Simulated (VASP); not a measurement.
# RbCl (Fm-3m) in VASP: single point with HSE06

Aim: the single point of RbCl with HSE06.

All numbers are computed with VASP 6.6.1; they aren't measurements. Logs are shortened: lines on timing, memory, paths and dates and some standing lists are left out, and cuts for length are marked.

### Step 1. The cell of the first run

Symmetry: Fm-3m, No. 225, cubic system. The conventional cell has a = 6.611 Å, b = 6.611 Å, c = 6.611 Å, α = 90.00°, β = 90.00°, γ = 90.00°. Within 4.3 Å of Rb (site symmetry m-3m) lie 6 Cl at 3.31 Å. Within 4.3 Å of Cl (site symmetry m-3m) lie 6 Rb at 3.31 Å.

### Step 2. Single point, HSE06, non-collinear spin, zero start, spin-orbit coupling

POSCAR

```
RbCl
1.0
    0.0000000000      3.3057261382      3.3057261382
    3.3057261382      0.0000000000      3.3057261382
    3.3057261382      3.3057261382      0.0000000000
Rb Cl
1 1
Direct
    0.0000000000      0.0000000000      0.0000000000
    0.5000000000      0.5000000000      0.5000000000
```

INCAR.step1

```
SYSTEM = RbCl
PREC = Accurate
ENCUT = 400
EDIFF = 1E-5
ISMEAR = 0
SIGMA = 0.01
LREAL = .FALSE.
LASPH = .TRUE.
NELM = 200
ALGO = Normal
ISIF = 2
LWAVE = .TRUE.
LCHARG = .FALSE.
MAGMOM = 0 0 0 0 0 0
LORBIT = 11
LSORBIT = .TRUE.
GGA_COMPAT = .FALSE.
LORBMOM = .TRUE.
GGA = PE
NBANDS = 28
```

INCAR.step2

```
SYSTEM = RbCl
PREC = Accurate
ENCUT = 400
EDIFF = 1E-6
ISMEAR = 0
SIGMA = 0.01
LREAL = .FALSE.
LASPH = .TRUE.
NELM = 200
ALGO = Normal
ISIF = 2
LWAVE = .FALSE.
LCHARG = .FALSE.
MAGMOM = 0 0 0 0 0 0
LORBIT = 11
LSORBIT = .TRUE.
GGA_COMPAT = .FALSE.
LORBMOM = .TRUE.
GGA = PE
LHFCALC = .TRUE.
HFSCREEN = 0.2079
PRECFOCK = Normal
ISTART = 1
NBANDS = 28
```

KPOINTS

```
Automatic mesh
0
G
  4 4 4
  0 0 0
```

Potentials or basis: VASP PAW PBE potentials, release 64 (Rb_sv, Cl).

Command:

```console
$ cat potpaw_PBE.64/Rb_sv/POTCAR potpaw_PBE.64/Cl/POTCAR > POTCAR
$ cp INCAR.step1 INCAR
$ mpirun -np 1 vasp_ncl > vasp.out
$ cp INCAR.step2 INCAR
$ mpirun -np 1 vasp_ncl > vasp.out
```

OUTCAR:

```text
SYSTEM = RbCl
   PREC = Accurate
   ENCUT = 400
   EDIFF = 1E-6
   ISMEAR = 0
   LREAL = .FALSE.
   LASPH = .TRUE.
   NELM = 200
   ISIF = 2
   LORBIT = 11
   LSORBIT = .TRUE.
   GGA = PE
   LHFCALC = .TRUE.
   HFSCREEN = 0.2079
   PRECFOCK = Normal
   ISTART = 1

 ion  position               nearest neighbor table
   1  0.000  0.000  0.000-   2 3.31   2 3.31   2 3.31   2 3.31   2 3.31   2 3.31
   2  0.500  0.500  0.500-   1 3.31   1 3.31   1 3.31   1 3.31   1 3.31   1 3.31

  LATTYP: Found a face centered cubic cell.
 ALAT       =     6.6114522764

  Lattice vectors:

 A1 = (   0.0000000000,   3.3057261382,   3.3057261382)
 A2 = (   3.3057261382,   0.0000000000,   3.3057261382)
 A3 = (   3.3057261382,   3.3057261382,   0.0000000000)

Analysis of symmetry for initial positions (statically):
=====================================================================
 Subroutine PRICEL returns:
 Original cell was already a primitive cell.

 Routine SETGRP: Setting up the symmetry group for a
 face centered cubic supercell.

 Subroutine GETGRP returns: Found 48 space group operations
 (whereof 48 operations were pure point group operations)
 out of a pool of 48 trial point group operations.

The static configuration has the point symmetry O_h .

Analysis of symmetry for dynamics (positions and initial velocities):
=====================================================================
 Subroutine PRICEL returns:
 Original cell was already a primitive cell.

 Routine SETGRP: Setting up the symmetry group for a
 face centered cubic supercell.

 Subroutine GETGRP returns: Found 48 space group operations
 (whereof 48 operations were pure point group operations)
 out of a pool of 48 trial point group operations.

The dynamic configuration has the point symmetry O_h .

Analysis of structural, dynamic, and magnetic symmetry:
=====================================================================
 Subroutine PRICEL returns:
 Original cell was already a primitive cell.

 Routine SETGRP: Setting up the symmetry group for a
 face centered cubic supercell.

 Subroutine GETGRP returns: Found 48 space group operations
 (whereof 48 operations were pure point group operations)
 out of a pool of 48 trial point group operations.

The overall configuration has the point symmetry O_h .

 Subroutine INISYM returns: Found 48 space group operations
 (whereof 48 operations are pure point group operations),
 and found     1 'primitive' translations

----------------------------------------------------------------------------------------

                                     Primitive cell

  volume of cell :      72.2488

  direct lattice vectors                    reciprocal lattice vectors
     0.000000000  3.305726138  3.305726138    -0.151252699  0.151252699  0.151252699
     3.305726138  0.000000000  3.305726138     0.151252699 -0.151252699  0.151252699
     3.305726138  3.305726138  0.000000000     0.151252699  0.151252699 -0.151252699

  length of vectors
     4.675002738  4.675002738  4.675002738     0.261977359  0.261977359  0.261977359

  position of ions in fractional coordinates (direct lattice)
     0.000000000  0.000000000  0.000000000
     0.500000000  0.500000000  0.500000000

  ion indices of the primitive-cell ions
   primitive index   ion index
                 1           1
                 2           2

----------------------------------------------------------------------------------------

 KPOINTS: Automatic mesh

Automatic generation of k-mesh.
 Grid dimensions read from file:
 generate k-points for:    4    4    4

 Generating k-lattice:

  Cartesian coordinates                     Fractional coordinates (reciprocal lattice)
[... 85 lines left out ...]
 maximum number of plane-waves:      2726
  NGX = 24; NGY = 24; NGZ = 24

 number of electron      16.0000002 magnetization      -0.0000000     -0.0000000     -0.0000000

 number of electron      16.0000002 magnetization       0.0000000      0.0000000      0.0000000

 Free energy of the ion-electron system (eV)
  ---------------------------------------------------
  ext. energy  EPLUGINS =         0.00000000
  ---------------------------------------------------
  free energy    TOTEN  =        -7.76824103 eV

  energy without entropy =       -7.76824103  energy(sigma->0) =       -7.76824103

 E-fermi :  -2.8117     XC(G=0):  -6.1195

 val. band max:       -2.8676473113   @ k =   0.0000   0.0000   0.0000
 cond. band min:       3.3314828851   @ k =   0.0000   0.0000   0.0000
 fundamental gap:      6.1991301963
 Fermi energy:        -2.8116582422

 k-point     1 :       0.0000    0.0000    0.0000
  band No.  band energies     occupation
      1     -28.4324      1.00000
      2     -28.4324      1.00000
      3     -16.0374      1.00000
      4     -16.0374      1.00000
      5     -11.9124      1.00000
      6     -11.9124      1.00000
[... 237 lines left out ...]
     27      10.4704      0.00000
     28      10.4704      0.00000

------------------------ aborting loop because EDIFF is reached ----------------------------------------

  FORCE on cell =-STRESS in cart. coord.  units (eV):
  Direction    XX          YY          ZZ          XY          YZ          ZX
  --------------------------------------------------------------------------------------
  -------------------------------------------------------------------------------------
  Total        0.1558974      0.1558974      0.1558974      0.0000000      0.0000000      0.0000000
  in kB        3.4571550      3.4571550      3.4571550      0.0000000      0.0000000      0.0000000
  external PRESSURE =       3.4571550 kB  Pullay stress =       0.0000000 kB

 VOLUME and BASIS-vectors are now :
 -----------------------------------------------------------------------------
  energy-cutoff  :      400.00
  volume of cell :       72.25
      direct lattice vectors                 reciprocal lattice vectors
     0.000000000  3.305726138  3.305726138    -0.151252699  0.151252699  0.151252699
     3.305726138  0.000000000  3.305726138     0.151252699 -0.151252699  0.151252699
     3.305726138  3.305726138  0.000000000     0.151252699  0.151252699 -0.151252699

 POSITION                                       TOTAL-FORCE (eV/Angst)
 -----------------------------------------------------------------------------------
      0.00000      0.00000      0.00000         0.000000      0.000000     -0.000000
      3.30573      3.30573      3.30573        -0.000000     -0.000000      0.000000
 -----------------------------------------------------------------------------------
    total drift:                                0.000000      0.000000      0.000000

  FREE ENERGIE OF THE ION-ELECTRON SYSTEM (eV)
  ---------------------------------------------------
  free  energy   TOTEN  =        -7.7682410296 eV

  energy  without entropy=       -7.7682410296  energy(sigma->0) =       -7.76824103

 orbital moment (x)

 # of ion     p       d       tot
 ----------------------------------------
  1        -0.000  -0.000  -0.000
  2        -0.000   0.000  -0.000
 ----------------------------------------
           -0.000  -0.000  -0.000

 orbital moment (y)

 # of ion     p       d       tot
 ----------------------------------------
  1        -0.000   0.000  -0.000
  2        -0.000   0.000  -0.000
 ----------------------------------------
           -0.000   0.000  -0.000

 orbital moment (z)

 # of ion     p       d       tot
 ----------------------------------------
  1        -0.000   0.000  -0.000
  2        -0.000   0.000  -0.000
 ----------------------------------------
           -0.000   0.000  -0.000

 Spin-Orbit-Coupling matrix elements

 Ion:    1  E_soc:     -0.0503689
 l=   1
     0.0000000    -0.0083924    -0.0083924
    -0.0083924     0.0000000    -0.0083924
    -0.0083924    -0.0083924     0.0000000
 l=   2
     0.0000000     0.0000001     0.0000000     0.0000001    -0.0000025
     0.0000001     0.0000000    -0.0000019     0.0000001    -0.0000006
     0.0000000    -0.0000019     0.0000000    -0.0000019     0.0000000
     0.0000001     0.0000001    -0.0000019     0.0000000    -0.0000006
    -0.0000025    -0.0000006     0.0000000    -0.0000006     0.0000000
 l=   3
     0.0000000     0.0000000     0.0000000     0.0000000     0.0000000     0.0000000     0.0000000
     0.0000000     0.0000000     0.0000000     0.0000000     0.0000000     0.0000000     0.0000000
     0.0000000     0.0000000     0.0000000     0.0000000     0.0000000     0.0000000     0.0000000
     0.0000000     0.0000000     0.0000000     0.0000000     0.0000000     0.0000000     0.0000000
     0.0000000     0.0000000     0.0000000     0.0000000     0.0000000     0.0000000     0.0000000
     0.0000000     0.0000000     0.0000000     0.0000000     0.0000000     0.0000000     0.0000000
     0.0000000     0.0000000     0.0000000     0.0000000     0.0000000     0.0000000     0.0000000

 Ion:    2  E_soc:     -0.0028971
 l=   1
     0.0000000    -0.0004828    -0.0004828
    -0.0004828     0.0000000    -0.0004828
    -0.0004828    -0.0004828     0.0000000
 l=   2
     0.0000000     0.0000000     0.0000000     0.0000000     0.0000000
     0.0000000     0.0000000     0.0000000     0.0000000     0.0000000
     0.0000000     0.0000000     0.0000000     0.0000000     0.0000000
     0.0000000     0.0000000     0.0000000     0.0000000     0.0000000
     0.0000000     0.0000000     0.0000000     0.0000000     0.0000000
 l=   3
     0.0000000     0.0000000     0.0000000     0.0000000     0.0000000     0.0000000     0.0000000
     0.0000000     0.0000000     0.0000000     0.0000000     0.0000000     0.0000000     0.0000000
     0.0000000     0.0000000     0.0000000     0.0000000     0.0000000     0.0000000     0.0000000
     0.0000000     0.0000000     0.0000000     0.0000000     0.0000000     0.0000000     0.0000000
     0.0000000     0.0000000     0.0000000     0.0000000     0.0000000     0.0000000     0.0000000
     0.0000000     0.0000000     0.0000000     0.0000000     0.0000000     0.0000000     0.0000000
     0.0000000     0.0000000     0.0000000     0.0000000     0.0000000     0.0000000     0.0000000

 total charge

# of ion       s       p       d       tot
------------------------------------------
    1        1.941   5.419   0.018   7.378
    2        1.582   3.581   0.000   5.163
--------------------------------------------------
tot          3.523   9.000   0.018  12.541

 magnetization (x)

# of ion       s       p       d       tot
------------------------------------------
    1        0.000   0.000   0.000   0.000
    2        0.000   0.000   0.000   0.000
--------------------------------------------------
tot          0.000   0.000   0.000   0.000

 magnetization (y)

# of ion       s       p       d       tot
------------------------------------------
    1       -0.000   0.000   0.000  -0.000
    2        0.000  -0.000   0.000   0.000
--------------------------------------------------
tot         -0.000  -0.000   0.000  -0.000

 magnetization (z)

# of ion       s       p       d       tot
------------------------------------------
    1       -0.000   0.000   0.000  -0.000
    2        0.000   0.000   0.000   0.000
--------------------------------------------------
tot         -0.000   0.000   0.000  -0.000
```

Wall time 23 min (1 thread of Intel Xeon Platinum 8259CL at 2.50GHz (Skylake/Cascade Lake), shared host); peak memory 0.39 GiB.

What came out:

| Quantity | Value |
| --- | --- |
| Free energy | -7.7682 eV |
| Pressure | 0.3 GPa |
| Net moment | 0.00 μB per cell |
| Valence electrons inside the program's atomic spheres | Rb 7.38; Cl 5.16 |

Moments on the atoms (μB; x, y, z):
```
Rb  0.00 0.00 0.00
Cl  0.00 0.00 0.00
```

Caveat: the k points lie up to 0.41 Å⁻¹ apart; the PAW data sets were made with another functional, which shifts forces and pressure a little.
